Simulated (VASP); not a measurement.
# BeTe (v.b) (F-43m) in VASP: notebook

Runs on BeTe (v.b). Level: PBE. Tasks: single point.

Program: VASP 6.6.1. These are calculated values, not measurements. Logs are shortened: lines on timing, memory, paths and dates and some standing lists are left out, and cuts for length are marked.

## 1. The cell of the first run

The structure is cubic, space group F-43m (No. 216). The conventional cell has a = 5.620 Å, b = 5.620 Å, c = 5.620 Å, α = 90.00°, β = 90.00°, γ = 90.00°. Be (site symmetry -43m) has 4 Te at 2.43 Å within 3.2 Å. Within 3.2 Å of Te (site symmetry -43m) lie 4 Be at 2.43 Å.

## 2. Single point, PBE

File INCAR:

```
SYSTEM = BeTe
  PREC = Accurate
  ENCUT = 600
  EDIFF = 1E-6
  ISMEAR = 0
  SIGMA = 0.1
  LREAL = .False.
  LASPH = .True.
  NELM = 120
  ALGO = Normal
  ISIF = 2
  LWAVE = .False.
  LCHARG = .False.
  GGA = PE
  NBANDS = 11
  GGA_COMPAT = .False.
```

File KPOINTS:

```
Automatic mesh
0
Gamma
  6 6 6
  0 0 0
```

File POSCAR:

```
BeTe
1.0
    0.0000000000      2.8100000000      2.8100000000
    2.8100000000      0.0000000000      2.8100000000
    2.8100000000      2.8100000000      0.0000000000
Be Te
1 1
Direct
    0.0000000000      0.0000000000      0.0000000000
    0.2500000000      0.2500000000      0.2500000000
```

Potentials or basis: VASP PAW PBE potentials, release 64 (Be, Te).

On the command line:

```sh
$ cat potpaw_PBE.64/Be/POTCAR potpaw_PBE.64/Te/POTCAR > POTCAR
$ mpirun -np 1 vasp_std > vasp.out
```

OUTCAR:

```text
SYSTEM = BeTe
   PREC = Accurate
   ENCUT = 600
   EDIFF = 1E-6
   ISMEAR = 0
   LREAL = .False.
   LASPH = .True.
   NELM = 120
   ISIF = 2
   GGA = PE

 ion  position               nearest neighbor table
   1  0.000  0.000  0.000-   2 2.43   2 2.43   2 2.43   2 2.43
   2  0.250  0.250  0.250-   1 2.43   1 2.43   1 2.43   1 2.43

  LATTYP: Found a face centered cubic cell.
 ALAT       =     5.6200000000

  Lattice vectors:

 A1 = (   0.0000000000,   2.8100000000,   2.8100000000)
 A2 = (   2.8100000000,   0.0000000000,   2.8100000000)
 A3 = (   2.8100000000,   2.8100000000,   0.0000000000)

Analysis of symmetry for initial positions (statically):
=====================================================================
 Subroutine PRICEL returns:
 Original cell was already a primitive cell.

 Routine SETGRP: Setting up the symmetry group for a
 face centered cubic supercell.

 Subroutine GETGRP returns: Found 24 space group operations
 (whereof 24 operations were pure point group operations)
 out of a pool of 48 trial point group operations.

The static configuration has the point symmetry T_d .

Analysis of symmetry for dynamics (positions and initial velocities):
=====================================================================
 Subroutine PRICEL returns:
 Original cell was already a primitive cell.

 Routine SETGRP: Setting up the symmetry group for a
 face centered cubic supercell.

 Subroutine GETGRP returns: Found 24 space group operations
 (whereof 24 operations were pure point group operations)
 out of a pool of 48 trial point group operations.

The dynamic configuration has the point symmetry T_d .

 Subroutine INISYM returns: Found 24 space group operations
 (whereof 24 operations are pure point group operations),
 and found     1 'primitive' translations

----------------------------------------------------------------------------------------

                                     Primitive cell

  volume of cell :      44.3761

  direct lattice vectors                    reciprocal lattice vectors
     0.000000000  2.810000000  2.810000000    -0.177935943  0.177935943  0.177935943
     2.810000000  0.000000000  2.810000000     0.177935943 -0.177935943  0.177935943
     2.810000000  2.810000000  0.000000000     0.177935943  0.177935943 -0.177935943

  length of vectors
     3.973940110  3.973940110  3.973940110     0.308194094  0.308194094  0.308194094

  position of ions in fractional coordinates (direct lattice)
     0.000000000  0.000000000  0.000000000
[... 76 lines left out ...]
   ISYM   =      2    0-nonsym 1-usesym 2-fastsym
   POTIM  = 0.5000    time-step for ionic-motion
   TEBEG  =    0.0;   TEEND  =   0.0 temperature during run
   PSTRESS=    0.0 pullay stress
   NELECT =       8.0000    total number of electrons
   NUPDOWN=      -1.0000    fix difference up-down
   EMIN   =  10.00;   EMAX   =-10.00  energy-range for DOS
   EFERMI =   0.00;   METHOD = LEGACY
   ISMEAR =     0;   SIGMA  =   0.10  broadening in eV -4-tet -1-fermi 0-gaus
   EFERMI_NEDOS =   21; number of points for ismear=-14 and -15
   IALGO  =     38    algorithm
   IMIX   =      4    mixing-type and parameters
     AMIX     =   0.40;   BMIX     =  1.00
     AMIX_MAG =   1.60;   BMIX_MAG =  1.00
  volume/ion in A,a.u.               =      22.19       149.73
  Fermi-wavevector in a.u.,A,eV,Ry     =   0.924816  1.747648 11.636845  0.855284
  Thomas-Fermi vector in A             =   2.050602
   LORBIT       =      0    0 simple, 1 ext, 2 COOP (PROOUT), +10 PAW based schemes
   GGA     = PE    functional components
   LHFCALC =     F    Hartree Fock is set to
   AEXX    =    0.0000 exact exchange contribution
   IVDW    =     0    specifies the selected vdW correction
   LEPSILON=     F    determine dielectric tensor
   LRPA    =     F    only Hartree local field effects (RPA)
 non-spin polarized calculation
 Gauss-broadening in eV      SIGMA  =   0.10
  energy-cutoff  :      600.00
  volume of cell :       44.38
 maximum number of plane-waves:      1492
   NGX = 15   NGY = 15   NGZ = 15

 number of electron       8.0000000 magnetization

 Free energy of the ion-electron system (eV)
  ---------------------------------------------------
  ext. energy  EPLUGINS =         0.00000000
  ---------------------------------------------------
  free energy    TOTEN  =        -7.61326566 eV

  energy without entropy =       -7.61326566  energy(sigma->0) =       -7.61326566

 E-fermi :   5.6458     XC(G=0):  -9.0811

 val. band max:        5.1705227038   @ k =   0.0000   0.0000   0.0000
 cond. band min:       7.1272908430   @ k =   0.5000   0.5000   0.0000
 fundamental gap:      1.9567681391
 Fermi energy:         5.6457632729

 k-point     1 :       0.0000    0.0000    0.0000
  band No.  band energies     occupation
      1      -7.1688      2.00000
      2       5.1705      2.00000
      3       5.1705      2.00000
      4       5.1705      2.00000
      5       8.7735      0.00000
      6       8.7735      0.00000
      7       8.7735      0.00000
      8       9.0387      0.00000
      9      13.4961      0.00000
     10      15.4273      0.00000
     11      15.4273      0.00000
[... 197 lines left out ...]
 k-point    16 :      -0.3333    0.5000    0.1667
  band No.  band energies     occupation
      1      -5.2832      2.00000
      2       0.3571      2.00000
      3       1.7554      2.00000
      4       2.0562      2.00000
      5       8.8801      0.00000
      6       9.4393      0.00000
      7      12.5283      0.00000
      8      12.8033      0.00000
      9      16.1228      0.00000
     10      17.0007      0.00000
     11      18.0408      0.00000

------------------------ aborting loop because EDIFF is reached ----------------------------------------

  FORCE on cell =-STRESS in cart. coord.  units (eV):
  Direction    XX          YY          ZZ          XY          YZ          ZX
  --------------------------------------------------------------------------------------
  -------------------------------------------------------------------------------------
  Total        0.4352581      0.4352581      0.4352581      0.0000000      0.0000000      0.0000000
  in kB       15.7147884     15.7147884     15.7147884      0.0000000      0.0000000      0.0000000
  external PRESSURE =      15.7147884 kB  Pullay stress =       0.0000000 kB

 VOLUME and BASIS-vectors are now :
 -----------------------------------------------------------------------------
  energy-cutoff  :      600.00
  volume of cell :       44.38
      direct lattice vectors                 reciprocal lattice vectors
     0.000000000  2.810000000  2.810000000    -0.177935943  0.177935943  0.177935943
     2.810000000  0.000000000  2.810000000     0.177935943 -0.177935943  0.177935943
     2.810000000  2.810000000  0.000000000     0.177935943  0.177935943 -0.177935943

 POSITION                                       TOTAL-FORCE (eV/Angst)
 -----------------------------------------------------------------------------------
      0.00000      0.00000      0.00000         0.000000      0.000000      0.000000
      1.40500      1.40500      1.40500        -0.000000     -0.000000     -0.000000
 -----------------------------------------------------------------------------------
    total drift:                                0.000000      0.000000      0.000000

  FREE ENERGIE OF THE ION-ELECTRON SYSTEM (eV)
  ---------------------------------------------------
  free  energy   TOTEN  =        -7.6132656553 eV

  energy  without entropy=       -7.6132656553  energy(sigma->0) =       -7.61326566
```

OSZICAR:

```text
N       E                     dE             d eps       ncg     rms          rms(c)
DAV:   1     0.208918345102E+02    0.20892E+02   -0.35585E+03   352   0.662E+02
DAV:   2    -0.659156070368E+01   -0.27483E+02   -0.26637E+02   453   0.963E+01
DAV:   3    -0.774175813442E+01   -0.11502E+01   -0.11476E+01   489   0.212E+01
DAV:   4    -0.775168360572E+01   -0.99255E-02   -0.99244E-02   418   0.215E+00
DAV:   5    -0.775188631948E+01   -0.20271E-03   -0.20271E-03   417   0.308E-01    0.416E+00
DAV:   6    -0.764427791879E+01    0.10761E+00   -0.12720E-01   412   0.146E+00    0.249E+00
DAV:   7    -0.761226784151E+01    0.32010E-01   -0.10479E-01   412   0.143E+00    0.495E-01
DAV:   8    -0.761294591090E+01   -0.67807E-03   -0.63771E-03   403   0.468E-01    0.784E-02
DAV:   9    -0.761319667943E+01   -0.25077E-03   -0.34416E-04   419   0.109E-01    0.315E-02
DAV:  10    -0.761326099801E+01   -0.64319E-04   -0.79520E-05   396   0.461E-02    0.151E-02
DAV:  11    -0.761326329353E+01   -0.22955E-05   -0.26880E-06   458   0.963E-03    0.105E-02
DAV:  12    -0.761326555539E+01   -0.22619E-05   -0.49926E-06   379   0.129E-02    0.640E-03
DAV:  13    -0.761326565528E+01   -0.99892E-07   -0.33246E-08   277   0.139E-03
   1 F= -.76132657E+01 E0= -.76132657E+01  d E =-.121729E-12
```

stdout:

```text
POSCAR found type information on POSCAR BeTe
 POSCAR found :  2 types and       2 ions
 scaLAPACK will be used
 LDA part: xc-table for (Slater+PW92), standard interpolation
 POSCAR, INCAR and KPOINTS ok, starting setup
 FFT: planning ... GRIDC
 FFT: planning ... GRID_SOFT
 FFT: planning ... GRID
 WAVECAR not read
 entering main loop
```

Wall time 4.5 s (1 thread of Intel Xeon 6975P-C (Granite Rapids), shared host); peak memory 0.17 GiB.

What came out:

| Quantity | Value |
| --- | --- |
| Free energy | -7.6133 eV |
| Pressure | 1.6 GPa |
| Band gap on the k mesh | 1.96 eV, indirect (least direct gap 3.60 eV) |

Caveat: spin-orbit coupling is left out, which moves the levels of the heavy elements. A k mesh can miss the band edges.

(Continued in part 2 of 2.)
